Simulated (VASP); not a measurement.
Write the native input for VASP 6.6.1 that does the following.

- Task: single point
- Functional: PBE0
- Potentials or basis: VASP PAW PBE potentials, release 64 (Sn_d)
- Cutoff: 400 eV
- k mesh: 5 × 5 × 5
- Occupations: fermi-dirac, width 0.05 eV
- Spin: non-collinear spin, zero start, spin-orbit coupling
- Starting moments: [[0.0, 0.0, 0.0]] μB
- Dipole correction: no
- Grid for exact exchange (PRECFOCK): Normal
- Further INCAR settings: ALGO = Normal; EDIFF = 1e-06; NBANDS = 25
- Share of exact exchange: 0.25

Crystal: Sn.

```
CELL_PARAMETERS angstrom
-1.72654 1.77555 2.33834
1.72654 -1.77555 2.33834
1.72654 1.77555 -2.33834
ATOMIC_POSITIONS crystal
Sn 0.00000 0.00000 0.00000
```

These files were run (other wordings do the same):

POSCAR

```
Sn
1.0
   -1.7265390000      1.7755470000      2.3383420000
    1.7265390000     -1.7755470000      2.3383420000
    1.7265390000      1.7755470000     -2.3383420000
Sn
1
Direct
    0.0000000000      0.0000000000      0.0000000000
```

INCAR.step1

```
SYSTEM = Sn
PREC     = Accurate       ! precision mode
ENCUT    = 400            ! plane-wave cutoff, eV
EDIFF    = 1E-5           ! SCF threshold, eV
ISMEAR   = -1             ! smearing method
SIGMA    = 0.05           ! smearing width, eV
LREAL    = .FALSE.        ! projectors in reciprocal space
LASPH    = .TRUE.         ! aspherical terms in the spheres
NELM     = 200            ! most SCF steps
ALGO     = Normal         ! electronic algorithm
ISIF     = 2              ! what is computed and relaxed
LWAVE    = .TRUE.         ! write WAVECAR
LCHARG   = .FALSE.        ! write CHGCAR
LNONCOLLINEAR= .TRUE.         ! non-collinear magnetism
MAGMOM   = 0 0 0          ! initial moments
LORBIT   = 11             ! projections on sites
LSORBIT  = .TRUE.         ! spin-orbit coupling
GGA_COMPAT= .FALSE.      
LORBMOM  = .TRUE.       
GGA      = PE             ! functional
NBANDS   = 25             ! bands
KPAR     = 4
```

INCAR.step2

```
SYSTEM = Sn
PREC     = Accurate       ! precision mode
ENCUT    = 400            ! plane-wave cutoff, eV
EDIFF    = 1E-6           ! SCF threshold, eV
ISMEAR   = -1             ! smearing method
SIGMA    = 0.05           ! smearing width, eV
LREAL    = .FALSE.        ! projectors in reciprocal space
LASPH    = .TRUE.         ! aspherical terms in the spheres
NELM     = 200            ! most SCF steps
ALGO     = Normal         ! electronic algorithm
ISIF     = 2              ! what is computed and relaxed
LWAVE    = .FALSE.        ! write WAVECAR
LCHARG   = .FALSE.        ! write CHGCAR
LNONCOLLINEAR= .TRUE.         ! non-collinear magnetism
MAGMOM   = 0 0 0          ! initial moments
LORBIT   = 11             ! projections on sites
LSORBIT  = .TRUE.         ! spin-orbit coupling
GGA_COMPAT= .FALSE.      
LORBMOM  = .TRUE.       
GGA      = PE             ! functional
LHFCALC  = .TRUE.         ! exact exchange
AEXX     = 0.25           ! exact-exchange fraction
PRECFOCK = Normal       
ISTART   = 1            
NBANDS   = 25             ! bands
KPAR     = 4
```

KPOINTS

```
Automatic mesh
0
G
  5 5 5
  0 0 0
```

Potentials or basis: VASP PAW PBE potentials, release 64 (Sn_d).

Command:

```console
$ cat potpaw_PBE.64/Sn_d/POTCAR > POTCAR
$ cp INCAR.step1 INCAR
$ mpirun -np 4 vasp_ncl > vasp.out
$ cp INCAR.step2 INCAR
$ mpirun -np 4 vasp_ncl > vasp.out
```

It gave:

- Pressure: -2.6 GPa
- Net moment: 0.00 μB per cell
- Valence electrons inside the program's atomic spheres: Sn 12.16

Caveat: the k points lie up to 0.45 Å⁻¹ apart; the PAW data sets were made with another functional, which shifts forces and pressure a little.

Wall time 23 min on 4 MPI ranks on Intel(R) Xeon(R) Platinum 8259CL CPU @ 2.50GHz (Skylake/Cascade Lake), with other jobs on the host, peak memory 0.21 GiB a rank.
